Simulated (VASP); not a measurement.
# InSe2 (P4/nmm) in VASP: further runs

InSe2 is run at these levels: PBEsol; tasks: single point.

Program: VASP 6.6.1. These are calculated values, not measurements. Logs are shortened: lines on timing, memory, paths and dates and some standing lists are left out, and cuts for length are marked.

### Step 1. The cell of the first run

It takes space group P4/nmm (No. 129, tetragonal). Conventional cell: a = 3.895 Å, b = 3.895 Å, c = 9.626 Å, α = 90.00°, β = 90.00°, γ = 90.00°. In (site symmetry 4mm) has 9 Se at 2.84 to 3.43 Å within 3.7 Å. Se (site symmetry 4mm) has 5 In at 2.84 to 3.28 Å and 12 Se at 3.77 to 4.03 Å within 4.1 Å. Se (site symmetry -4m2) has 4 Se at 2.75 Å and 4 In at 3.43 Å within 3.6 Å.

### Step 2. Single point, PBEsol

INCAR

```
SYSTEM = InSe2
PREC = Accurate
ENCUT = 500
EDIFF = 1E-6
ISMEAR = 0
SIGMA = 0.1
LREAL = .FALSE.
LASPH = .TRUE.
NELM = 120
ALGO = Normal
ISIF = 2
LWAVE = .FALSE.
LCHARG = .TRUE.
GGA = PS
LELF = .TRUE.
LVHAR = .TRUE.
NBANDS = 34
GGA_COMPAT = .FALSE.
```

KPOINTS

```
Automatic mesh
0
G
  16 16 6
  0 0 0
```

POSCAR

```
InSe2
1.0
    3.8948930000      0.0000000000      0.0000000000
    0.0000000000      3.8948930000      0.0000000000
    0.0000000000      0.0000000000      9.6262310000
In Se
2 4
Direct
    0.0000000000      0.5000000000      0.7064680000
    0.5000000000      0.0000000000      0.2935320000
    0.0000000000      0.5000000000      0.3662120000
    0.5000000000      0.0000000000      0.6337880000
    0.0000000000      0.0000000000      0.0000000000
    0.5000000000      0.5000000000      0.0000000000
```

Potentials or basis: VASP PAW PBE potentials, release 64 (In_d, Se).

On the command line:

```
> cat potpaw_PBE.64/In_d/POTCAR potpaw_PBE.64/Se/POTCAR > POTCAR
> mpirun -np 1 vasp_std > vasp.out
```

OUTCAR:

```text
SYSTEM = InSe2
   PREC = Accurate
   ENCUT = 500
   EDIFF = 1E-6
   ISMEAR = 0
   LREAL = .FALSE.
   LASPH = .TRUE.
   NELM = 120
   ISIF = 2
   GGA = PS

 ion  position               nearest neighbor table
   1  0.000  0.500  0.706-   4 2.84   4 2.84   4 2.84   4 2.84   3 3.28
   2  0.500  0.000  0.294-   3 2.84   3 2.84   3 2.84   3 2.84   4 3.28
   3  0.000  0.500  0.366-   2 2.84   2 2.84   2 2.84   2 2.84   1 3.28
   4  0.500  0.000  0.634-   1 2.84   1 2.84   1 2.84   1 2.84   2 3.28
   5  0.000  0.000  0.000-   6 2.75   6 2.75   6 2.75   6 2.75
   6  0.500  0.500  0.000-   5 2.75   5 2.75   5 2.75   5 2.75

  LATTYP: Found a simple tetragonal cell.
 ALAT       =     3.8948930000
 C/A-ratio  =     2.4715007575

  Lattice vectors:

 A1 = (   3.8948930000,   0.0000000000,   0.0000000000)
 A2 = (   0.0000000000,   3.8948930000,   0.0000000000)
 A3 = (   0.0000000000,   0.0000000000,   9.6262310000)

Analysis of symmetry for initial positions (statically):
=====================================================================
 Subroutine PRICEL returns:
 Original cell was already a primitive cell.

 Routine SETGRP: Setting up the symmetry group for a
 simple tetragonal supercell.

 Subroutine GETGRP returns: Found 16 space group operations
 (whereof  8 operations were pure point group operations)
 out of a pool of 16 trial point group operations.

The static configuration has the point symmetry D_2d.
 The point group associated with its full space group is D_4h.

Analysis of symmetry for dynamics (positions and initial velocities):
=====================================================================
 Subroutine PRICEL returns:
 Original cell was already a primitive cell.

 Routine SETGRP: Setting up the symmetry group for a
 simple tetragonal supercell.

 Subroutine GETGRP returns: Found 16 space group operations
 (whereof  8 operations were pure point group operations)
 out of a pool of 16 trial point group operations.

The dynamic configuration has the point symmetry D_2d.
 The point group associated with its full space group is D_4h.

 Subroutine INISYM returns: Found 16 space group operations
 (whereof  8 operations are pure point group operations),
 and found     1 'primitive' translations

----------------------------------------------------------------------------------------

                                     Primitive cell

  volume of cell :     146.0318

  direct lattice vectors                    reciprocal lattice vectors
     3.894893000  0.000000000  0.000000000     0.256746463  0.000000000  0.000000000
     0.000000000  3.894893000  0.000000000     0.000000000  0.256746463  0.000000000
     0.000000000  0.000000000  9.626231000     0.000000000  0.000000000  0.103882818

  length of vectors
     3.894893000  3.894893000  9.626231000     0.256746463  0.256746463  0.103882818

  position of ions in fractional coordinates (direct lattice)
     0.000000000  0.500000000  0.706468000
     0.500000000  0.000000000  0.293532000
     0.000000000  0.500000000  0.366212000
     0.500000000  0.000000000  0.633788000
     0.000000000  0.000000000  0.000000000
     0.500000000  0.500000000  0.000000000

  ion indices of the primitive-cell ions
   primitive index   ion index
                 1           1
                 2           2
                 3           3
                 4           4
                 5           5
                 6           6

----------------------------------------------------------------------------------------

 KPOINTS: Automatic mesh

Automatic generation of k-mesh.
 Grid dimensions read from file:
 generate k-points for:   16   16    6

 Generating k-lattice:

  Cartesian coordinates                     Fractional coordinates (reciprocal lattice)
     0.016046654  0.000000000  0.000000000     0.062500000  0.000000000  0.000000000
     0.000000000  0.016046654  0.000000000     0.000000000  0.062500000  0.000000000
     0.000000000  0.000000000  0.017313803     0.000000000  0.000000000  0.166666667

  Length of vectors
     0.016046654  0.016046654  0.017313803

  Shift w.r.t. Gamma in fractional coordinates (k-lattice)
     0.000000000  0.000000000  0.000000000

 Subroutine IBZKPT returns following result:
 ===========================================

 Found    180 irreducible k-points:

 Following reciprocal coordinates:
            Coordinates               Weight
  0.000000  0.000000  0.000000      1.000000
  0.062500  0.000000  0.000000      4.000000
  0.125000  0.000000  0.000000      4.000000
  0.187500  0.000000  0.000000      4.000000
  0.250000  0.000000  0.000000      4.000000
  0.312500  0.000000  0.000000      4.000000
[... 16 lines left out ...]
  0.437500  0.125000  0.000000      8.000000
  0.500000  0.125000  0.000000      4.000000
 [... further k-points ...]
   k-points           NKPTS =    180   k-points in BZ     NKDIM =    180   number of bands    NBANDS=     34
   number of dos      NEDOS =    301   number of ions     NIONS =      6
   total plane-waves  NPLWV =  54880
   dimension x,y,z NGX =    28 NGY =   28 NGZ =   70
   dimension x,y,z NGXF=    56 NGYF=   56 NGZF=  140
   ions per type =               2   4
   NGX,Y,Z   is equivalent  to a cutoff of  11.95, 11.95, 12.09 a.u.
   NGXF,Y,Z  is equivalent  to a cutoff of  23.90, 23.90, 24.18 a.u.
 SYSTEM =  InSe2
   PREC   = accura    normal or accurate (medium, high low for compatibility)
   ISTART =      0    job   : 0-new  1-cont  2-samecut
   ICHARG =      2    charge: 1-file 2-atom 10-const
   ISPIN  =      1    spin polarized calculation?
   LNONCOLLINEAR =      F non collinear calculations
   LSORBIT =      F    spin-orbit coupling
   LASPH  =      T    aspherical Exc in radial PAW
   ENCUT  =  500.0 eV  36.75 Ry    6.06 a.u.   7.10  7.10 17.55*2*pi/ulx,y,z
   NELM   =    120;   NELMIN=  2; NELMDL= -5     # of ELM steps
   EDIFF  = 0.1E-05   stopping-criterion for ELM
   LREAL  =      F    real-space projection
[... 7 lines left out ...]
   TEBEG  =    0.0;   TEEND  =   0.0 temperature during run
   PSTRESS=    0.0 pullay stress
   NELECT =      50.0000    total number of electrons
   NUPDOWN=      -1.0000    fix difference up-down
   EMIN   =  10.00;   EMAX   =-10.00  energy-range for DOS
   EFERMI =   0.00;   METHOD = LEGACY
   ISMEAR =     0;   SIGMA  =   0.10  broadening in eV -4-tet -1-fermi 0-gaus
   EFERMI_NEDOS =   21; number of points for ismear=-14 and -15
   IALGO  =     38    algorithm
   IMIX   =      4    mixing-type and parameters
     AMIX     =   0.40;   BMIX     =  1.00
     AMIX_MAG =   1.60;   BMIX_MAG =  1.00
  volume/ion in A,a.u.               =      24.34       164.25
  Fermi-wavevector in a.u.,A,eV,Ry     =   1.145291  2.164286 17.846635  1.311691
  Thomas-Fermi vector in A             =   2.281980
   LORBIT       =      0    0 simple, 1 ext, 2 COOP (PROOUT), +10 PAW based schemes
   GGA     = PS    functional components
   LHFCALC =     F    Hartree Fock is set to
   AEXX    =    0.0000 exact exchange contribution
   IVDW    =     0    specifies the selected vdW correction
   LEPSILON=     F    determine dielectric tensor
   LRPA    =     F    only Hartree local field effects (RPA)
 non-spin polarized calculation
 Gauss-broadening in eV      SIGMA  =   0.10
  energy-cutoff  :      500.00
  volume of cell :      146.03
 maximum number of plane-waves:      3736
   NGX = 15   NGY = 15   NGZ = 35

 number of electron      49.9999993 magnetization

 Free energy of the ion-electron system (eV)
  ---------------------------------------------------
  ext. energy  EPLUGINS =         0.00000000
  ---------------------------------------------------
  free energy    TOTEN  =       -22.65975274 eV

  energy without entropy =      -22.65006225  energy(sigma->0) =      -22.65490749

 E-fermi :   4.8814     XC(G=0): -10.0450

 val. band max:        4.8735372676   @ k =   0.1250   0.0625   0.5000
 cond. band min:       4.8819996042   @ k =   0.1250   0.0625   0.3333
 fundamental gap:      0.0084623367
 Fermi energy:         4.8814322979

 k-point     1 :       0.0000    0.0000    0.0000
  band No.  band energies     occupation
      1     -10.2084      2.00000
      2      -9.6657      2.00000
      3      -9.6055      2.00000
      4      -9.4615      2.00000
      5      -9.4582      2.00000
      6      -9.4234      2.00000
[... 26 lines left out ...]
     33      11.0856      0.00000
     34      11.1029      0.00000

 k-point     2 :       0.0625    0.0000    0.0000
  band No.  band energies     occupation
      1     -10.1780      2.00000
      2      -9.6602      2.00000
      3      -9.5982      2.00000
      4      -9.4592      2.00000
      5      -9.4558      2.00000
      6      -9.4251      2.00000
[... 26 lines left out ...]
     33      10.9632      0.00000
     34      11.0165      0.00000

 k-point     3 :       0.1250    0.0000    0.0000
  band No.  band energies     occupation
      1     -10.0879      2.00000
      2      -9.6446      2.00000
      3      -9.5774      2.00000
      4      -9.4527      2.00000
      5      -9.4490      2.00000
      6      -9.4298      2.00000
[... 26 lines left out ...]
     33      10.8000      0.00000
     34      10.8230      0.00000
[... 704 lines left out ...]
 k-point    23 :       0.4375    0.1250    0.0000
  band No.  band energies     occupation
      1      -9.5727      2.00000
      2      -9.5620      2.00000
      3      -9.4880      2.00000
      4      -9.4748      2.00000
      5      -9.4683      2.00000
      6      -9.4674      2.00000
[... 26 lines left out ...]
     33      10.6365      0.00000
     34      10.7637      0.00000

 k-point    24 :       0.5000    0.1250    0.0000
  band No.  band energies     occupation
      1      -9.5675      2.00000
      2      -9.5675      2.00000
      3      -9.4804      2.00000
      4      -9.4804      2.00000
      5      -9.4698      2.00000
      6      -9.4698      2.00000
[... 26 lines left out ...]
     33      10.6922      0.00000
     34      10.6922      0.00000

 [... further k-points ...]

------------------------ aborting loop because EDIFF is reached ----------------------------------------

  FORCE on cell =-STRESS in cart. coord.  units (eV):
  Direction    XX          YY          ZZ          XY          YZ          ZX
  --------------------------------------------------------------------------------------
  -------------------------------------------------------------------------------------
  Total       -3.6033342     -3.6033342     -1.9581043      0.0000000      0.0000000      0.0000000
  in kB      -39.5337295    -39.5337295    -21.4832048      0.0000000      0.0000000      0.0000000
  external PRESSURE =     -33.5168879 kB  Pullay stress =       0.0000000 kB

 VOLUME and BASIS-vectors are now :
 -----------------------------------------------------------------------------
  energy-cutoff  :      500.00
  volume of cell :      146.03
      direct lattice vectors                 reciprocal lattice vectors
     3.894893000  0.000000000  0.000000000     0.256746463  0.000000000  0.000000000
     0.000000000  3.894893000  0.000000000     0.000000000  0.256746463  0.000000000
     0.000000000  0.000000000  9.626231000     0.000000000  0.000000000  0.103882818

 POSITION                                       TOTAL-FORCE (eV/Angst)
 -----------------------------------------------------------------------------------
      0.00000      1.94745      6.80062        -0.000000      0.000000     -0.098724
      1.94745      0.00000      2.82561         0.000000      0.000000      0.098724
      0.00000      1.94745      3.52524         0.000000     -0.000000     -0.063313
      1.94745      0.00000      6.10099         0.000000      0.000000      0.063313
      0.00000      0.00000      0.00000         0.000000      0.000000      0.000000
      1.94745      1.94745      0.00000         0.000000     -0.000000      0.000000
 -----------------------------------------------------------------------------------
    total drift:                                0.000000      0.000000      0.000000

  FREE ENERGIE OF THE ION-ELECTRON SYSTEM (eV)
  ---------------------------------------------------
  free  energy   TOTEN  =       -22.6597527372 eV

  energy  without entropy=      -22.6500622458  energy(sigma->0) =      -22.65490749
```

It took 18 min on 1 thread of Intel Xeon 8259CL, shared host; peak memory 0.72 GiB.

Results:

```
Free energy            : -22.6598 eV
Pressure               : -3.4 GPa
Largest force          : 0.099 eV/Å
Band gap on the k mesh : zero (bands 25 and 26 overlap by 2.06 eV)
```

Forces on the atoms (eV/Å):
```
In   0.000  0.000 -0.099
In   0.000  0.000  0.099
Se   0.000  0.000 -0.063
Se   0.000  0.000  0.063
Se   0.000  0.000  0.000
Se   0.000  0.000  0.000
```

Stress tensor (GPa, compression positive):
```
-3.95  0.00  0.00
 0.00 -3.95  0.00
 0.00  0.00 -2.15
```

Levels at points of the mesh, in eV from the Fermi level:
| k point | band 23 | band 24 | band 25 | band 26 | band 27 | band 28 |
| --- | --- | --- | --- | --- | --- | --- |
| (0.00, 0.00, 0.00) | -1.64 | -1.64 | 0.26 | 0.62 | 2.87 | 2.87 |
| (0.50, 0.00, 0.00) | -1.26 | -1.26 | -0.89 | -0.89 | 1.75 | 1.75 |
| (0.50, 0.50, 0.00) | -1.46 | -1.46 | -0.99 | -0.99 | 2.69 | 2.69 |
| (0.00, 0.00, 0.50) | -1.58 | -1.15 | 0.26 | 0.67 | 2.06 | 2.87 |
| (0.50, 0.00, 0.50) | -0.90 | -0.90 | -0.90 | -0.90 | 1.18 | 1.18 |
| (0.50, 0.50, 0.50) | -1.71 | -1.71 | -1.38 | -1.38 | 3.53 | 3.53 |

Caveat: the cell stands under tension; the PAW data sets were made with another functional, which shifts forces and pressure a little; spin-orbit coupling is left out, which moves the levels of the heavy elements.

(Part 1 of 3 ends here.)
